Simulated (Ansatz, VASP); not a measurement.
This is a calculation of TiCo for VASP 6.6.1.

File POSCAR:

```
TiCo
1.0
    2.9251528449      0.0000000000      0.0000000000
    0.0000000000      2.9251528449      0.0000000000
    0.0000000000      0.0000000000      2.9251528449
Co Ti
1 1
Direct
    0.5000000000      0.5000000000      0.5000000000
    0.0000000000      0.0000000000      0.0000000000
```

INCAR.step1

```
SYSTEM = TiCo
ALGO = Normal ; EDIFF = 1E-4
ENCUT = 520 ; GGA = PE
ISMEAR = -1 ; ISPIN = 2
LASPH = .True. ; LCHARG = .False.
LMAXMIX = 4 ; LREAL = .False.
LWAVE = .True. ; MAGMOM = 2 1
NBANDS = 22 ; NELM = 150
PREC = Accurate ; SIGMA = 0.05
```

The input INCAR.step2:

```
SYSTEM = TiCo
ALGO = Normal ; EDIFF = 1E-6
ENCUT = 520 ; ISIF = 2
ISMEAR = -1 ; ISPIN = 2
ISTART = 1 ; LASPH = .True.
LCHARG = .False. ; LMAXMIX = 4
LMIXTAU = .True. ; LORBIT = 11
LREAL = .False. ; LWAVE = .False.
MAGMOM = 2 1 ; METAGGA = R2SCAN
NBANDS = 22 ; NELM = 150
PREC = Accurate ; SIGMA = 0.05
```

File KPOINTS:

```
k-points
0
Gamma
  9 9 9
  0 0 0
```

Potentials or basis: VASP PAW PBE potentials, release 64 (Co, Ti_sv).

Launch:

```bash
$ cat potpaw_PBE.64/Co/POTCAR potpaw_PBE.64/Ti_sv/POTCAR > POTCAR
$ cp INCAR.step1 INCAR
$ mpirun -np 1 vasp_std > vasp.out
$ cp INCAR.step2 INCAR
$ mpirun -np 1 vasp_std > vasp.out
```

Task: Set up the same calculation for Ansatz 0.2.0. Potentials there: Ansatz PAW.

Result: As run (the cutoff follows the program's own potentials):

The input input.yaml:

```yaml
crystal:
  lattice:
    - [2.9251528449, 0.0, 0.0]
    - [0.0, 2.9251528449, 0.0]
    - [0.0, 0.0, 2.9251528449]
  atoms:
    - { symbol: Co, position: [0.5, 0.5, 0.5], spin: 2.0 }
    - { symbol: Ti, position: [0.0, 0.0, 0.0], spin: 1.0 }
hamiltonian:
  xc: r2scan
  pseudopotentials: { kind: paw }
magnetization:
  spin_polarized: true
kpoints:
  mp_grid: { grid: [9, 9, 9] }
scf:
  occupations: { method: fermi_dirac, width: 0.05 }
output:
  forces: true
  stress: true
  eigenvalues: true
```

Potentials or basis: Ansatz PAW.

The run is started by

```sh
$ ansatz run input.yaml --threads 2 --pin off --max-ram 5632MiB --backend cpu --events-out ev --progress --plain --runs-dir out
```

Both were run:

|  | VASP | Ansatz | Ansatz less VASP |
| --- | --- | --- | --- |
| gap on the k mesh at the Fermi level (eV) | none | none | - |
| pressure (GPa) | 11.9 | 11.6 | -0.29 |
| net moment per atom (μB) | 0.43 | 0.43 | -0.001 |
| size of the moment on the site where the two differ most (μB) | 1.24 | 1.27 | +0.029 |

VASP's potentials were made for PBE, not for r2SCAN. Site moments also hang on the region over which each program counts them. A gap of «none» marks a metal or a gap that the smearing closes. The functional is the same, so the differences come from potentials, cutoffs and numerics. VASP's potentials hold 21 valence electrons a cell and Ansatz's 29, so a difference there can come from the potentials and not from the codes.

Noted on Ansatz's run: the magnetic or orbital state may not be the lowest.
